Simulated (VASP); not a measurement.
Write the native input for VASP 6.6.1 that does the following.

- Task: single point
- Functional: LDA
- Potentials or basis: VASP PAW LDA potentials, release 64 (Sn_d, Se)
- Cutoff: 520 eV
- k mesh: 6 × 6 × 3
- Occupations: fermi-dirac, width 0.05 eV
- Spin: no spin polarisation
- Dipole correction: no
- Further INCAR settings: ALGO = Normal; EDIFF = 1e-06; NBANDS = 28

The structure of SnSe lies in POSCAR:

```
SnSe
1.0
    4.2274104894      0.0000000000      0.0000000000
    0.0000000000      4.2274104894      0.0000000000
    0.0000000000      0.0000000000     10.8421510545
Sn Se
2 2
Direct
    0.0000000000      0.5000000000      0.6277708900
    0.5000000000      0.0000000000      0.3722291100
    0.0000000000      0.5000000000      0.3839605100
    0.5000000000      0.0000000000      0.6160394900
```

This cell differs from its parent crystal: volume scaled by 0.96.

The input as run:

INCAR

```
SYSTEM = SnSe
PREC     = Accurate       ! precision mode
ENCUT    = 520            ! plane-wave cutoff, eV
EDIFF    = 1E-6           ! SCF threshold, eV
ISMEAR   = -1             ! smearing method
SIGMA    = 0.05           ! smearing width, eV
LREAL    = .FALSE.        ! projectors in reciprocal space
LASPH    = .TRUE.         ! aspherical terms in the spheres
NELM     = 100            ! most SCF steps
ALGO     = Normal         ! electronic algorithm
ISIF     = 2              ! what is computed and relaxed
LWAVE    = .FALSE.        ! write WAVECAR
LCHARG   = .TRUE.         ! write CHGCAR
LELF     = .TRUE.         ! ELF
LVHAR    = .TRUE.       
NBANDS   = 28             ! bands
```

KPOINTS

```
regular mesh
0
G
  6 6 3
  0 0 0
```

Potentials or basis: VASP PAW LDA potentials, release 64 (Sn_d, Se).

Run with:

```console
$ cat potpaw_LDA.64/Sn_d/POTCAR potpaw_LDA.64/Se/POTCAR > POTCAR
$ mpirun -np 1 vasp_std > vasp.out
```

Results of the run:

| Item | Value |
| --- | --- |
| Largest force | 0.210 eV/Å |
| Band gap on the k mesh | 1.41 eV, direct |

Caveat: spin-orbit coupling is left out, which moves the levels of the heavy elements.

Run time: 40 s on 1 thread of Intel(R) Xeon(R) 6975P-C (Granite Rapids), on a shared host, peak memory 0.27 GiB.
